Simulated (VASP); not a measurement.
# InSb (F-43m) in VASP: further runs

The runs below take InSb through electric field gradients, with PBE.

Program: VASP 6.6.1. These are calculated values, not measurements. Logs are shortened: lines on timing, memory, paths and dates and some standing lists are left out, and cuts for length are marked.

**1. The cell of the first run**

The structure is cubic, space group F-43m (No. 216). The conventional cell has a = 6.478 Å, b = 6.478 Å, c = 6.478 Å, α = 90.00°, β = 90.00°, γ = 90.00°. In (site symmetry -43m) has 4 Sb at 2.81 Å within 3.7 Å. Sb (site symmetry -43m) has 4 In at 2.81 Å within 3.7 Å.

**2. Electric field gradients, PBE**

The input, INCAR:

```
SYSTEM = InSb
  ALGO = Normal
  EDIFF = 1E-8
  ENCUT = 520
  GGA = PE
  ISIF = 2
  ISMEAR = -1
  LASPH = .True.
  LCHARG = .False.
  LEFG = .True.
  LREAL = .False.
  LWAVE = .False.
  NBANDS = 16
  NELM = 100
  PREC = Accurate
  SIGMA = 0.05
```

The input, KPOINTS:

```
k-points
0
Gamma
  7 7 7
  0 0 0
```

The input, POSCAR:

```
InSb
1.0
    0.0000000000      3.2391000000      3.2391000000
    3.2391000000      0.0000000000      3.2391000000
    3.2391000000      3.2391000000      0.0000000000
In Sb
1 1
Direct
    0.0000000000      0.0000000000      0.0000000000
    0.7500000000      0.7500000000      0.7500000000
```

Potentials or basis: VASP PAW PBE potentials, release 64 (In_d, Sb).

On the command line:

```sh
$ cat potpaw_PBE.64/In_d/POTCAR potpaw_PBE.64/Sb/POTCAR > POTCAR
$ mpirun -np 1 vasp_std > vasp.out
```

OUTCAR:

```text
SYSTEM = InSb
   EDIFF = 1E-8
   ENCUT = 520
   GGA = PE
   ISIF = 2
   ISMEAR = -1
   LASPH = .True.
   LREAL = .False.
   NELM = 100
   PREC = Accurate

 ion  position               nearest neighbor table
   1  0.000  0.000  0.000-   2 2.81   2 2.81   2 2.81   2 2.81
   2  0.750  0.750  0.750-   1 2.81   1 2.81   1 2.81   1 2.81

  LATTYP: Found a face centered cubic cell.
 ALAT       =     6.4782000000

  Lattice vectors:

 A1 = (   0.0000000000,   3.2391000000,   3.2391000000)
 A2 = (   3.2391000000,   0.0000000000,   3.2391000000)
 A3 = (   3.2391000000,   3.2391000000,   0.0000000000)

Analysis of symmetry for initial positions (statically):
=====================================================================
 Subroutine PRICEL returns:
 Original cell was already a primitive cell.

 Routine SETGRP: Setting up the symmetry group for a
 face centered cubic supercell.

 Subroutine GETGRP returns: Found 24 space group operations
 (whereof 24 operations were pure point group operations)
 out of a pool of 48 trial point group operations.

The static configuration has the point symmetry T_d .

Analysis of symmetry for dynamics (positions and initial velocities):
=====================================================================
 Subroutine PRICEL returns:
 Original cell was already a primitive cell.

 Routine SETGRP: Setting up the symmetry group for a
 face centered cubic supercell.

 Subroutine GETGRP returns: Found 24 space group operations
 (whereof 24 operations were pure point group operations)
 out of a pool of 48 trial point group operations.

The dynamic configuration has the point symmetry T_d .

 Subroutine INISYM returns: Found 24 space group operations
 (whereof 24 operations are pure point group operations),
 and found     1 'primitive' translations

----------------------------------------------------------------------------------------

                                     Primitive cell

  volume of cell :      67.9678

  direct lattice vectors                    reciprocal lattice vectors
[... 116 lines left out ...]
 maximum number of plane-waves:      1849
 NGX is ok and might be reduce to    36
   NGX = 17   NGY = 17   NGZ = 17

 number of electron      17.9999993 magnetization

 Free energy of the ion-electron system (eV)
  ---------------------------------------------------
  ext. energy  EPLUGINS =         0.00000000
  ---------------------------------------------------
  free energy    TOTEN  =        -6.89699811 eV

  energy without entropy =       -6.89634107  energy(sigma->0) =       -6.89666959

 E-fermi :   5.1517     XC(G=0):  -8.6854

 val. band max:        5.1128010587   @ k =   0.0000   0.0000   0.0000
 cond. band min:       5.6808442860   @ k =   0.4286   0.0000   0.0000
 fundamental gap:      0.5680432272
 Fermi energy:         5.1516565904

 k-point     1 :       0.0000    0.0000    0.0000
  band No.  band energies     occupation
      1      -9.4970      2.00000
      2      -9.4970      2.00000
      3      -9.4970      2.00000
      4      -9.4118      2.00000
      5      -9.4118      2.00000
      6      -5.6074      2.00000
[... 357 lines left out ...]
      3      -9.4575      2.00000
      4      -9.4209      2.00000
      5      -9.4094      2.00000
      6      -3.6565      2.00000
[... 8 lines left out ...]
     15      14.1980      0.00000
     16      16.0100      0.00000

------------------------ aborting loop because EDIFF is reached ----------------------------------------

  FORCE on cell =-STRESS in cart. coord.  units (eV):
  Direction    XX          YY          ZZ          XY          YZ          ZX
  --------------------------------------------------------------------------------------
  -------------------------------------------------------------------------------------
  Total        1.3384322      1.3384322      1.3384322      0.0000000      0.0000000     -0.0000000
  in kB       31.5503292     31.5503292     31.5503292      0.0000000      0.0000000     -0.0000000
  external PRESSURE =      31.5503292 kB  Pullay stress =       0.0000000 kB

 VOLUME and BASIS-vectors are now :
 -----------------------------------------------------------------------------
  energy-cutoff  :      520.00
  volume of cell :       67.97
      direct lattice vectors                 reciprocal lattice vectors
     0.000000000  3.239100000  3.239100000    -0.154363867  0.154363867  0.154363867
     3.239100000  0.000000000  3.239100000     0.154363867 -0.154363867  0.154363867
     3.239100000  3.239100000  0.000000000     0.154363867  0.154363867 -0.154363867

 POSITION                                       TOTAL-FORCE (eV/Angst)
 -----------------------------------------------------------------------------------
      0.00000      0.00000      0.00000         0.000000      0.000000      0.000000
      4.85865      4.85865      4.85865        -0.000000     -0.000000     -0.000000
 -----------------------------------------------------------------------------------
    total drift:                                0.000000      0.000000      0.000000

  FREE ENERGIE OF THE ION-ELECTRON SYSTEM (eV)
  ---------------------------------------------------
  free  energy   TOTEN  =        -6.8969981055 eV

  energy  without entropy=       -6.8963410707  energy(sigma->0) =       -6.89666959

 Electric field gradients (V/A^2)
---------------------------------------------------------------------
 ion       V_xx      V_yy      V_zz      V_xy      V_xz      V_yz
---------------------------------------------------------------------
   1      -0.000    -0.000    -0.000     0.001     0.001     0.001
   2      -0.000     0.000     0.000    -0.000    -0.000    -0.000
---------------------------------------------------------------------

 Electric field gradients after diagonalization (V/A^2)
 (convention: |V_zz| > |V_xx| > |V_yy|)
----------------------------------------------------------------------
 ion       V_xx      V_yy      V_zz     asymmetry (V_yy - V_xx)/ V_zz
----------------------------------------------------------------------
   1      -0.001    -0.001     0.003       0.000
   2       0.000     0.000    -0.000       0.000
----------------------------------------------------------------------

           NMR quadrupolar parameters

 Cq : quadrupolar parameter    Cq=e*Q*V_zz/h
 eta: asymmetry parameters     (V_yy - V_xx)/ V_zz
 Q  : nuclear electric quadrupole moment in mb (millibarn)
----------------------------------------------------------------------
 ion       Cq(MHz)       eta       Q (mb)
----------------------------------------------------------------------
   1       0.000       0.000       1.000
   2      -0.000       0.000       1.000
----------------------------------------------------------------------
```

stdout:

```text
POSCAR found type information on POSCAR InSb
 POSCAR found :  2 types and       2 ions
 scaLAPACK will be used
 LDA part: xc-table for (Slater+PW92), standard interpolation
 POSCAR, INCAR and KPOINTS ok, starting setup
 FFT: planning ... GRIDC
 FFT: planning ... GRID_SOFT
 FFT: planning ... GRID
 WAVECAR not read
 entering main loop
ion   1

ion   2
```

Run time: 24 s. Hardware: 1 thread of Intel Xeon Platinum 8259CL at 2.50GHz (Skylake/Cascade Lake), shared host; peak memory 0.21 GiB.

Results:

* Free energy: -6.8970 eV
* Pressure: 3.2 GPa
* Band gap on the k mesh: zero (filled and empty bands touch)

Levels at points of the mesh, in eV from the Fermi level:
```
           k point  band 7  band 8  band 9  band 10  band 11  band 12
(0.00, 0.00, 0.00)   -0.23   -0.04   -0.04    -0.04     2.92     2.92
```

Caveat: without QUAD_EFG the Cq values of the log hold for a quadrupole moment of 1 mb, not for the nuclei; spin-orbit coupling is left out, which moves the levels of the heavy elements.

**3. Electric field gradients, PBE**

The input, INCAR:

```
PREC = Accurate
ENCUT = 520
EDIFF = 1E-8
ISMEAR = -1
SIGMA = 0.05
LREAL = F
LASPH = T
NELM = 100
ALGO = Normal
ISIF = 2
LWAVE = F
LCHARG = F
GGA = PE
LEFG = T
NBANDS = 16
```

The input, KPOINTS:

```
regular mesh
0
Gamma
  13 13 13
```

POSCAR is that of step 2.

Potentials or basis: VASP PAW PBE potentials, release 64 (In_d, Sb).

On the command line:

```sh
$ cat potpaw_PBE.64/In_d/POTCAR potpaw_PBE.64/Sb/POTCAR > POTCAR
$ mpirun -np 1 vasp_std > vasp.out
```

OUTCAR:

```text
PREC = Accurate
   ENCUT = 520
   EDIFF = 1E-8
   ISMEAR = -1
   LREAL = F
   LASPH = T
   NELM = 100
   ISIF = 2
   GGA = PE

 ion  position               nearest neighbor table
   1  0.000  0.000  0.000-   2 2.81   2 2.81   2 2.81   2 2.81
   2  0.750  0.750  0.750-   1 2.81   1 2.81   1 2.81   1 2.81

  LATTYP: Found a face centered cubic cell.
 ALAT       =     6.4782000000

  Lattice vectors:

 A1 = (   0.0000000000,   3.2391000000,   3.2391000000)
 A2 = (   3.2391000000,   0.0000000000,   3.2391000000)
 A3 = (   3.2391000000,   3.2391000000,   0.0000000000)

Analysis of symmetry for initial positions (statically):
=====================================================================
 Subroutine PRICEL returns:
 Original cell was already a primitive cell.

 Routine SETGRP: Setting up the symmetry group for a
 face centered cubic supercell.

 Subroutine GETGRP returns: Found 24 space group operations
 (whereof 24 operations were pure point group operations)
 out of a pool of 48 trial point group operations.

The static configuration has the point symmetry T_d .

Analysis of symmetry for dynamics (positions and initial velocities):
=====================================================================
 Subroutine PRICEL returns:
 Original cell was already a primitive cell.

 Routine SETGRP: Setting up the symmetry group for a
 face centered cubic supercell.

 Subroutine GETGRP returns: Found 24 space group operations
 (whereof 24 operations were pure point group operations)
 out of a pool of 48 trial point group operations.

The dynamic configuration has the point symmetry T_d .

 Subroutine INISYM returns: Found 24 space group operations
 (whereof 24 operations are pure point group operations),
 and found     1 'primitive' translations

----------------------------------------------------------------------------------------

                                     Primitive cell

  volume of cell :      67.9678

  direct lattice vectors                    reciprocal lattice vectors
     0.000000000  3.239100000  3.239100000    -0.154363867  0.154363867  0.154363867
     3.239100000  0.000000000  3.239100000     0.154363867 -0.154363867  0.154363867
     3.239100000  3.239100000  0.000000000     0.154363867  0.154363867 -0.154363867

  length of vectors
     4.580779150  4.580779150  4.580779150     0.267366060  0.267366060  0.267366060

  position of ions in fractional coordinates (direct lattice)
     0.000000000  0.000000000  0.000000000
     0.750000000  0.750000000  0.750000000

  ion indices of the primitive-cell ions
   primitive index   ion index
                 1           1
                 2           2

----------------------------------------------------------------------------------------

 KPOINTS: regular mesh

Automatic generation of k-mesh.
 Grid dimensions read from file:
 generate k-points for:   13   13   13

 Generating k-lattice:

[... 64 lines left out ...]
   NSW    =      0    number of steps for IOM
   IBRION =     -1    ionic relax: 0-MD 1-quasi-New 2-CG
   NFREE  =      0    steps in history (QN), initial steepest desc. (CG)
   ISIF   =      2    stress and relaxation
   ISYM   =      2    0-nonsym 1-usesym 2-fastsym
   POTIM  = 0.5000    time-step for ionic-motion
   TEBEG  =    0.0;   TEEND  =   0.0 temperature during run
   PSTRESS=    0.0 pullay stress
   NELECT =      18.0000    total number of electrons
   NUPDOWN=      -1.0000    fix difference up-down
   EMIN   =  10.00;   EMAX   =-10.00  energy-range for DOS
   EFERMI =   0.00;   METHOD = LEGACY
   ISMEAR =    -1;   SIGMA  =   0.05  broadening in eV -4-tet -1-fermi 0-gaus
   EFERMI_NEDOS =   21; number of points for ismear=-14 and -15
   IALGO  =     38    algorithm
   IMIX   =      4    mixing-type and parameters
     AMIX     =   0.40;   BMIX     =  1.00
     AMIX_MAG =   1.60;   BMIX_MAG =  1.00
  volume/ion in A,a.u.               =      33.98       229.33
  Fermi-wavevector in a.u.,A,eV,Ry     =   1.051311  1.986690 15.037912  1.105255
  Thomas-Fermi vector in A             =   2.186349
   LORBIT       =      0    0 simple, 1 ext, 2 COOP (PROOUT), +10 PAW based schemes
   GGA     = PE    functional components
   LHFCALC =     F    Hartree Fock is set to
   AEXX    =    0.0000 exact exchange contribution
   IVDW    =     0    specifies the selected vdW correction
   LEPSILON=     F    determine dielectric tensor
   LRPA    =     F    only Hartree local field effects (RPA)
 non-spin polarized calculation
  energy-cutoff  :      520.00
  volume of cell :       67.97
 maximum number of plane-waves:      1853
 NGX is ok and might be reduce to    36
   NGX = 17   NGY = 17   NGZ = 17

 number of electron      17.9999993 magnetization

 Free energy of the ion-electron system (eV)
  ---------------------------------------------------
  ext. energy  EPLUGINS =         0.00000000
  ---------------------------------------------------
  free energy    TOTEN  =        -6.90710435 eV

  energy without entropy =       -6.90690566  energy(sigma->0) =       -6.90700500

 E-fermi :   5.2101     XC(G=0):  -8.6876

 val. band max:        5.1089763300   @ k =   0.0000   0.0000   0.0000
 cond. band min:       5.6566795103   @ k =   0.4615   0.0000   0.0000
 fundamental gap:      0.5477031803
 Fermi energy:         5.2100705466

 k-point     1 :       0.0000    0.0000    0.0000
  band No.  band energies     occupation
      1      -9.4972      2.00000
      2      -9.4972      2.00000
      3      -9.4972      2.00000
      4      -9.4119      2.00000
      5      -9.4119      2.00000
      6      -5.6113      2.00000
[... 433 lines left out ...]
      3      -9.4727      2.00000
      4      -9.4158      2.00000
      5      -9.4086      2.00000
      6      -4.2516      2.00000
[... 8 lines left out ...]
     15      14.1075      0.00000
     16      14.5451      0.00000

 [... further k-points ...]
[... 5 lines left out ...]
  --------------------------------------------------------------------------------------
  -------------------------------------------------------------------------------------
  Total        1.3225754      1.3225754      1.3225754     -0.0000000      0.0000000     -0.0000000
  in kB       31.1765441     31.1765441     31.1765441     -0.0000000      0.0000000     -0.0000000
  external PRESSURE =      31.1765441 kB  Pullay stress =       0.0000000 kB

 VOLUME and BASIS-vectors are now :
 -----------------------------------------------------------------------------
  energy-cutoff  :      520.00
  volume of cell :       67.97
      direct lattice vectors                 reciprocal lattice vectors
     0.000000000  3.239100000  3.239100000    -0.154363867  0.154363867  0.154363867
     3.239100000  0.000000000  3.239100000     0.154363867 -0.154363867  0.154363867
     3.239100000  3.239100000  0.000000000     0.154363867  0.154363867 -0.154363867

 POSITION                                       TOTAL-FORCE (eV/Angst)
 -----------------------------------------------------------------------------------
      0.00000      0.00000      0.00000         0.000000     -0.000000      0.000000
      4.85865      4.85865      4.85865        -0.000000      0.000000     -0.000000
 -----------------------------------------------------------------------------------
    total drift:                                0.000000      0.000000      0.000000

  FREE ENERGIE OF THE ION-ELECTRON SYSTEM (eV)
  ---------------------------------------------------
  free  energy   TOTEN  =        -6.9071043493 eV

  energy  without entropy=       -6.9069056590  energy(sigma->0) =       -6.90700500

 Electric field gradients (V/A^2)
---------------------------------------------------------------------
 ion       V_xx      V_yy      V_zz      V_xy      V_xz      V_yz
---------------------------------------------------------------------
   1      -0.000    -0.000    -0.000     0.001     0.001     0.001
   2       0.000    -0.000    -0.000    -0.000    -0.000    -0.000
---------------------------------------------------------------------

 Electric field gradients after diagonalization (V/A^2)
 (convention: |V_zz| > |V_xx| > |V_yy|)
----------------------------------------------------------------------
 ion       V_xx      V_yy      V_zz     asymmetry (V_yy - V_xx)/ V_zz
----------------------------------------------------------------------
   1      -0.001    -0.001     0.003       0.000
   2       0.000     0.000    -0.000       0.000
----------------------------------------------------------------------

           NMR quadrupolar parameters

 Cq : quadrupolar parameter    Cq=e*Q*V_zz/h
 eta: asymmetry parameters     (V_yy - V_xx)/ V_zz
 Q  : nuclear electric quadrupole moment in mb (millibarn)
----------------------------------------------------------------------
 ion       Cq(MHz)       eta       Q (mb)
----------------------------------------------------------------------
   1       0.000       0.000       1.000
   2      -0.000       0.000       1.000
----------------------------------------------------------------------
```

stdout:

```text
POSCAR found type information on POSCAR InSb
 POSCAR found :  2 types and       2 ions
 scaLAPACK will be used
 LDA part: xc-table for (Slater+PW92), standard interpolation
 POSCAR, INCAR and KPOINTS ok, starting setup
 FFT: planning ... GRIDC
 FFT: planning ... GRID_SOFT
 FFT: planning ... GRID
 WAVECAR not read
 entering main loop
ion   1

ion   2
```

Run time: 79 s. Hardware: 1 thread of Intel Xeon Platinum 8259CL at 2.50GHz (Skylake/Cascade Lake), shared host; peak memory 0.26 GiB.

What came out:

* Free energy: -6.9071 eV
* Pressure: 3.1 GPa
* Band gap on the k mesh: zero (filled and empty bands touch)

Caveat: without QUAD_EFG the Cq values of the log hold for a quadrupole moment of 1 mb, not for the nuclei; spin-orbit coupling is left out, which moves the levels of the heavy elements.
